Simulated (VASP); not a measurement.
# Zr3CdC (Pm-3m) in VASP: further runs, part 2 of 3

VASP 6.6.1.

### 3 Single point, PBE

File INCAR:

```
SYSTEM = Zr3CdC
PREC     = Accurate       ! precision mode
ENCUT    = 520            ! plane-wave cutoff, eV
EDIFF    = 1E-7           ! SCF threshold, eV
ISMEAR   = 0              ! smearing method
SIGMA    = 0.1            ! smearing width, eV
LREAL    = .FALSE.        ! projectors in reciprocal space
LASPH    = .TRUE.         ! aspherical terms in the spheres
NELM     = 100            ! most SCF steps
ALGO     = Normal         ! electronic algorithm
ISIF     = 2              ! what is computed and relaxed
LWAVE    = .FALSE.        ! write WAVECAR
LCHARG   = .FALSE.        ! write CHGCAR
GGA      = PE             ! functional
NBANDS   = 34             ! bands
```

File KPOINTS:

```
regular mesh
0
G
  8 8 8
  0 0 0
```

File POSCAR:

```
Zr3CdC
1.0
    4.5721039113      0.0000000000      0.0000000000
    0.0000000000      4.5721039113      0.0000000000
    0.0000000000      0.0000000000      4.5721039113
Zr Cd C
3 1 1
Direct
    0.0000000000      0.5000000000      0.5000000000
    0.5000000000      0.0000000000      0.5000000000
    0.5000000000      0.5000000000      0.0000000000
    0.0000000000      0.0000000000      0.0000000000
    0.5000000000      0.5000000000      0.5000000000
```

Potentials or basis: VASP PAW PBE potentials, release 64 (Zr_sv, Cd, C).

Run with:

```sh
$ cat potpaw_PBE.64/Zr_sv/POTCAR potpaw_PBE.64/Cd/POTCAR potpaw_PBE.64/C/POTCAR > POTCAR
$ mpirun -np 1 vasp_std > vasp.out
```

OUTCAR:

```text
SYSTEM = Zr3CdC
   PREC = Accurate
   ENCUT = 520
   EDIFF = 1E-7
   ISMEAR = 0
   LREAL = .FALSE.
   LASPH = .TRUE.
   NELM = 100
   ISIF = 2
   GGA = PE

 ion  position               nearest neighbor table
   1  0.000  0.500  0.500-   5 2.29   5 2.29   4 3.23   2 3.23   3 3.23   4 3.23   2 3.23   4 3.23
                             4 3.23   2 3.23   3 3.23   3 3.23   3 3.23   2 3.23
   2  0.500  0.000  0.500-   5 2.29   5 2.29   4 3.23   1 3.23   3 3.23   4 3.23   1 3.23   3 3.23
                             3 3.23   3 3.23   1 3.23   4 3.23   4 3.23   1 3.23
   3  0.500  0.500  0.000-   5 2.29   5 2.29   4 3.23   1 3.23   1 3.23   2 3.23   2 3.23   2 3.23
                             4 3.23   2 3.23   1 3.23   4 3.23   1 3.23   4 3.23
   4  0.000  0.000  0.000-   1 3.23   2 3.23   3 3.23   1 3.23   2 3.23   1 3.23   3 3.23   1 3.23
                             2 3.23   3 3.23   2 3.23   3 3.23
   5  0.500  0.500  0.500-   1 2.29   2 2.29   3 2.29   3 2.29   2 2.29   1 2.29

  LATTYP: Found a simple cubic cell.
 ALAT       =     4.5721039113

  Lattice vectors:

 A1 = (   4.5721039113,   0.0000000000,   0.0000000000)
 A2 = (   0.0000000000,   4.5721039113,   0.0000000000)
 A3 = (   0.0000000000,   0.0000000000,   4.5721039113)

Analysis of symmetry for initial positions (statically):
=====================================================================
 Subroutine PRICEL returns:
 Original cell was already a primitive cell.

 Routine SETGRP: Setting up the symmetry group for a
 simple cubic supercell.

 Subroutine GETGRP returns: Found 48 space group operations
 (whereof 48 operations were pure point group operations)
 out of a pool of 48 trial point group operations.

The static configuration has the point symmetry O_h .

Analysis of symmetry for dynamics (positions and initial velocities):
=====================================================================
 Subroutine PRICEL returns:
 Original cell was already a primitive cell.

 Routine SETGRP: Setting up the symmetry group for a
 simple cubic supercell.

 Subroutine GETGRP returns: Found 48 space group operations
 (whereof 48 operations were pure point group operations)
 out of a pool of 48 trial point group operations.
[... 132 lines left out ...]
   GGA     = PE    functional components
   LHFCALC =     F    Hartree Fock is set to
   AEXX    =    0.0000 exact exchange contribution
   IVDW    =     0    specifies the selected vdW correction
   LEPSILON=     F    determine dielectric tensor
   LRPA    =     F    only Hartree local field effects (RPA)
 non-spin polarized calculation
 Gauss-broadening in eV      SIGMA  =   0.10
  energy-cutoff  :      520.00
  volume of cell :       95.58
 maximum number of plane-waves:      2612
 NGX is ok and might be reduce to    36
   NGX = 17   NGY = 17   NGZ = 17

 number of electron      51.9999987 magnetization

 Free energy of the ion-electron system (eV)
  ---------------------------------------------------
  ext. energy  EPLUGINS =         0.00000000
  ---------------------------------------------------
  free energy    TOTEN  =       -37.82021193 eV

  energy without entropy =      -37.80715316  energy(sigma->0) =      -37.81368254

 E-fermi :   7.5615     XC(G=0): -11.2762

 val. band max:        7.4849334777   @ k =   0.5000   0.2500   0.1250
 cond. band min:       7.5839057481   @ k =   0.3750   0.2500   0.1250
 fundamental gap:      0.0989722704
 Fermi energy:         7.5615020772

 k-point     1 :       0.0000    0.0000    0.0000
  band No.  band energies     occupation
      1     -41.3009      2.00000
      2     -41.1687      2.00000
      3     -41.1687      2.00000
      4     -19.6157      2.00000
      5     -19.6157      2.00000
      6     -19.6157      2.00000
[... 877 lines left out ...]
     33      10.6067      0.00000
     34      11.0796      0.00000

 [... further k-points ...]

------------------------ aborting loop because EDIFF is reached ----------------------------------------

  FORCE on cell =-STRESS in cart. coord.  units (eV):
  Direction    XX          YY          ZZ          XY          YZ          ZX
  --------------------------------------------------------------------------------------
  -------------------------------------------------------------------------------------
  Total        0.0946071      0.0946071      0.0946071     -0.0000000     -0.0000000     -0.0000000
  in kB        1.5859382      1.5859382      1.5859382     -0.0000000     -0.0000000     -0.0000000
  external PRESSURE =       1.5859382 kB  Pullay stress =       0.0000000 kB

 VOLUME and BASIS-vectors are now :
 -----------------------------------------------------------------------------
  energy-cutoff  :      520.00
  volume of cell :       95.58
      direct lattice vectors                 reciprocal lattice vectors
     4.572103911  0.000000000  0.000000000     0.218717689  0.000000000  0.000000000
     0.000000000  4.572103911  0.000000000     0.000000000  0.218717689  0.000000000
     0.000000000  0.000000000  4.572103911     0.000000000  0.000000000  0.218717689

 POSITION                                       TOTAL-FORCE (eV/Angst)
 -----------------------------------------------------------------------------------
      0.00000      2.28605      2.28605         0.000000      0.000000      0.000000
      2.28605      0.00000      2.28605         0.000000      0.000000      0.000000
      2.28605      2.28605      0.00000         0.000000      0.000000      0.000000
      0.00000      0.00000      0.00000         0.000000      0.000000      0.000000
      2.28605      2.28605      2.28605         0.000000      0.000000      0.000000
 -----------------------------------------------------------------------------------
    total drift:                                0.000000      0.000000      0.000000

  FREE ENERGIE OF THE ION-ELECTRON SYSTEM (eV)
  ---------------------------------------------------
  free  energy   TOTEN  =       -37.8202119332 eV

  energy  without entropy=      -37.8071531552  energy(sigma->0) =      -37.81368254
```

stdout:

```text
POSCAR found type information on POSCAR ZrCdC
 POSCAR found :  3 types and       5 ions
 scaLAPACK will be used
 LDA part: xc-table for (Slater+PW92), standard interpolation
 POSCAR, INCAR and KPOINTS ok, starting setup
 FFT: planning ... GRIDC
 FFT: planning ... GRID_SOFT
 FFT: planning ... GRID
 WAVECAR not read
 entering main loop
```

Wall time 61 s (1 thread of Intel Xeon 6975P-C (Granite Rapids), shared host); peak memory 0.26 GiB.

What came out:

```yaml
Free_energy: -37.8202 eV
Pressure: 0.2 GPa
Band_gap_on_the_k_mesh: zero (band 26 reaches 8.28 eV, above the bottom of band 27 at 6.50 eV)
```

### 4 Relaxation of cell and atoms, PBE

File INCAR:

```
SYSTEM = Zr3CdC
ALGO = Normal
EDIFF = 1E-6
EDIFFG = -0.01
ENCUT = 600
GGA = PE
IBRION = 2
ISIF = 3
ISMEAR = 0
LASPH = .TRUE.
LCHARG = .FALSE.
LREAL = .FALSE.
LWAVE = .FALSE.
NELM = 100
NSW = 100
PREC = Accurate
SIGMA = 0.1
```

File KPOINTS:

```
k-points
0
G
  8 8 8
  0 0 0
```

Edit POSCAR of step 3 so:

```diff
@@ -2,5 +2,5 @@
 1.0
-    4.5721039113      0.0000000000      0.0000000000
-    0.0000000000      4.5721039113      0.0000000000
-    0.0000000000      0.0000000000      4.5721039113
+    4.5704972650      0.0000000000      0.0000000000
+    0.0000000000      4.5704972650      0.0000000000
+    0.0000000000      0.0000000000      4.5704972650
 Zr Cd C
```

Run with:

```sh
$ cat potpaw_PBE.64/Zr_sv/POTCAR potpaw_PBE.64/Cd/POTCAR potpaw_PBE.64/C/POTCAR > POTCAR
$ mpirun -np 1 vasp_std > vasp.out
```

Run time: 2.5 min. Hardware: 1 thread of Intel Xeon 6975P-C (Granite Rapids), shared host; peak memory 0.33 GiB.

It converged, with:

```
Free energy                            : -37.8208 eV
Relaxed volume                         : 19.13 Å³/atom
Relaxed cell                           : a = 4.573 Å, b = 4.573 Å, c = 4.573 Å, α = 90.00°, β = 90.00°, γ = 90.00°
Space group after relaxing (to 0.05 Å) : Pm-3m (No. 221)
Energy gained by relaxing              : 0.0 meV/atom
Ionic steps                            : 3
Pressure after relaxing                : 0.0 GPa
Band gap on the k mesh                 : zero (band 26 reaches 8.27 eV, above the bottom of band 27 at 6.49 eV)
```

The path:
```csv
step,energy change (eV),largest force (eV/Å),pressure (GPa),volume (Å³)
1,0.0000,0.0000,0.25,95.48
2,0.0001,0.0000,-0.30,95.89
3,-0.0001,0.0000,0.00,95.66
```

Final structure:
```yaml
crystal:
  lattice:
    - [4.57343, 0.00000, 0.00000]
    - [0.00000, 4.57343, 0.00000]
    - [0.00000, 0.00000, 4.57343]
  atoms:
    - { symbol: Zr, position: [0.00000, 0.50000, 0.50000] }
    - { symbol: Zr, position: [0.50000, 0.00000, 0.50000] }
    - { symbol: Zr, position: [0.50000, 0.50000, 0.00000] }
    - { symbol: Cd, position: [0.00000, 0.00000, 0.00000] }
    - { symbol: C, position: [0.50000, 0.50000, 0.50000] }
```

Levels at points of the mesh, in eV from the Fermi level:
```csv
k point,band 23,band 24,band 25,band 26,band 27,band 28,band 29,band 30
"(0.00, 0.00, 0.00)",-1.17,-1.17,-1.06,-1.06,-1.06,2.43,2.43,2.43
"(0.50, 0.00, 0.00)",-1.94,-1.12,-1.03,-1.03,0.21,1.02,1.69,2.19
"(0.50, 0.50, 0.00)",-1.72,-1.72,-1.18,0.67,0.67,0.69,0.69,1.90
"(0.50, 0.50, 0.50)",-0.15,-0.15,-0.15,0.71,0.71,0.71,0.77,0.77
```

### 5 Single point, PBE

This run uses another cell than the first one, of 17.10 Å³/atom, 0.895 times its volume.

File INCAR:

```
SYSTEM = Zr3CdC
ALGO = Normal
EDIFF = 1E-6
ENCUT = 520
GGA = PE
ISIF = 2
ISMEAR = 0
LASPH = .TRUE.
LCHARG = .TRUE.
LELF = .TRUE.
LREAL = .FALSE.
LVHAR = .TRUE.
LWAVE = .FALSE.
NBANDS = 34
NELM = 80
PREC = Accurate
SIGMA = 0.1
```

File KPOINTS:

```
k-points
0
G
  4 4 4
  0 0 0
```

Edit POSCAR of step 4 so:

```diff
@@ -2,5 +2,5 @@
 1.0
-    4.5704972650      0.0000000000      0.0000000000
-    0.0000000000      4.5704972650      0.0000000000
-    0.0000000000      0.0000000000      4.5704972650
+    4.4053362300      0.0000000000      0.0000000000
+    0.0000000000      4.4053362300      0.0000000000
+    0.0000000000      0.0000000000      4.4053362300
 Zr Cd C
```

Run with:

```sh
$ cat potpaw_PBE.64/Zr_sv/POTCAR potpaw_PBE.64/Cd/POTCAR potpaw_PBE.64/C/POTCAR > POTCAR
$ mpirun -np 1 vasp_std > vasp.out
```

It took 55 s on 1 thread of Intel Xeon Platinum 8375C at 2.90GHz (Ice Lake), shared host; peak memory 0.21 GiB.

The run converged. Its results:

```
Free energy            : -37.2901 eV
Pressure               : 18.2 GPa
Band gap on the k mesh : zero (band 26 reaches 9.50 eV, above the bottom of band 27 at 7.94 eV)
```

Levels at points of the mesh, in eV from the Fermi level:
```csv
k point,band 22,band 23,band 24,band 25,band 26,band 27,band 28,band 29,band 30,band 31
"(0.00, 0.00, 0.00)",-1.44,-1.15,-1.15,-0.66,-0.66,-0.66,2.90,2.90,2.90,3.14
"(0.50, 0.00, 0.00)",-1.75,-1.75,-1.23,-1.05,-1.05,0.39,1.27,2.03,2.57,2.57
"(0.50, 0.50, 0.00)",-2.67,-1.80,-1.80,-1.32,0.85,0.85,0.91,0.91,2.27,2.49
"(0.50, 0.50, 0.50)",-4.80,0.08,0.08,0.08,0.89,0.89,0.89,1.05,1.05,1.05
```

(Continued in part 3 of 3.)
